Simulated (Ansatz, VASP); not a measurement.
## Two plane-wave programs on PbSe

Contents of INCAR:

```
PREC = Accurate
ENCUT = 520
EDIFF = 1E-7
ISMEAR = -1
SIGMA = 0.05
LREAL = F
LASPH = T
NELM = 100
ALGO = Normal
ISIF = 2
LWAVE = F
LCHARG = F
GGA = RE
IVDW = 13
NBANDS = 17
```

The input KPOINTS:

```
Automatic mesh
0
Gamma
  8 8 8
```

File POSCAR:

```
PbSe
1.0
    0.0000000000      3.0401081059      3.0401081059
    3.0401081059      0.0000000000      3.0401081059
    3.0401081059      3.0401081059      0.0000000000
Pb Se
1 1
Direct
    0.0000000000      0.0000000000      0.0000000000
    0.5000000000      0.5000000000      0.5000000000
```

Contents of input.yaml:

```yaml
crystal:
  lattice:
    - [0.0, 3.0401081059, 3.0401081059]
    - [3.0401081059, 0.0, 3.0401081059]
    - [3.0401081059, 3.0401081059, 0.0]
  atoms:
    - { symbol: Pb, position: [0.0, 0.0, 0.0] }
    - { symbol: Se, position: [0.5, 0.5, 0.5] }
hamiltonian:
  xc: revpbe
  pseudopotentials: { kind: paw }
  dispersion: d4
kpoints:
  mp_grid: { grid: [8, 8, 8] }
scf:
  occupations: { method: fermi_dirac, width: 0.05 }
output:
  forces: true
  stress: true
  eigenvalues: true
```

Alike in both runs: task single point; functional revPBE; dispersion D4; k mesh 8 × 8 × 8; occupations fermi-dirac, width 0.05 eV; no spin polarisation.

|  | VASP | Ansatz |
| --- | --- | --- |
| version | VASP 6.6.1 | Ansatz 0.2.0 |
| potentials or method | VASP PAW PBE potentials, release 64 (Pb_d, Se) | Ansatz PAW |
| plane-wave cutoff (eV) | 520 | 420 |
| valence electrons in the cell | 20 | 30 |

|  | VASP | Ansatz | Ansatz less VASP |
| --- | --- | --- | --- |
| gap on the k mesh at the Fermi level (eV) | 0.28 | 0.28 | -0.006 |
| least direct gap on the mesh (eV) | 0.28 | 0.28 | -0.006 |
| pressure (GPa) | 1.4 | 1.4 | +0.01 |

VASP's potentials were made for PBE, not for revPBE. VASP's potentials hold 20 valence electrons a cell and Ansatz's 30, so a difference there can come from the potentials and not from the codes.

Neither program's run includes spin-orbit coupling.
